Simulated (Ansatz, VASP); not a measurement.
**One calculation of BP, two programs**

File INCAR:

```
SYSTEM = BP
PREC = Accurate ; ENCUT = 520
EDIFF = 1E-7 ; ISMEAR = -1
SIGMA = 0.08 ; LREAL = .FALSE.
LASPH = .TRUE. ; NELM = 100
ALGO = Normal ; ISIF = 2
LWAVE = .FALSE. ; LCHARG = .FALSE.
GGA = PE ; NBANDS = 11
```

The input KPOINTS:

```
Automatic mesh
0
G
  12 12 12
  0 0 0
```

POSCAR

```
BP
1.0
    0.0000000000      2.2877529165      2.2877529165
    2.2877529165      0.0000000000      2.2877529165
    2.2877529165      2.2877529165      0.0000000000
B P
1 1
Direct
    0.0000000000      0.0000000000      0.0000000000
    0.7500000000      0.7500000000      0.7500000000
```

Input for Ansatz:

```yaml
crystal:
  lattice:
    - [0.0, 2.2877529165, 2.2877529165]
    - [2.2877529165, 0.0, 2.2877529165]
    - [2.2877529165, 2.2877529165, 0.0]
  atoms:
    - { symbol: B, position: [0.0, 0.0, 0.0] }
    - { symbol: P, position: [0.75, 0.75, 0.75] }
kpoints:
  mp_grid: { grid: [12, 12, 12] }
scf:
  occupations: { method: fermi_dirac, width: 0.08 }
hamiltonian:
  xc: pbe
  pseudopotentials: { kind: all_electron, lapw: { basis_error: 0.0005 } }
output:
  forces: true
  stress: true
  eigenvalues: true
```

Change from the starting cell: volume scaled by 1.025.

Alike in both runs: task single point; functional PBE; k mesh 12 × 12 × 12; occupations fermi-dirac, width 0.08 eV; no spin polarisation.

```csv
,VASP,Ansatz
version,VASP 6.6.1,Ansatz 0.2.0
potentials or method,"VASP PAW PBE potentials, release 64 (B, P), cutoff 520 eV","all-electron LAPW, scalar-relativistic"
```

```csv
,VASP,Ansatz,Ansatz less VASP
pressure (GPa),-3.0,-2.8,+0.17
```

Ansatz ran all-electron here, and VASP with PAW potentials.
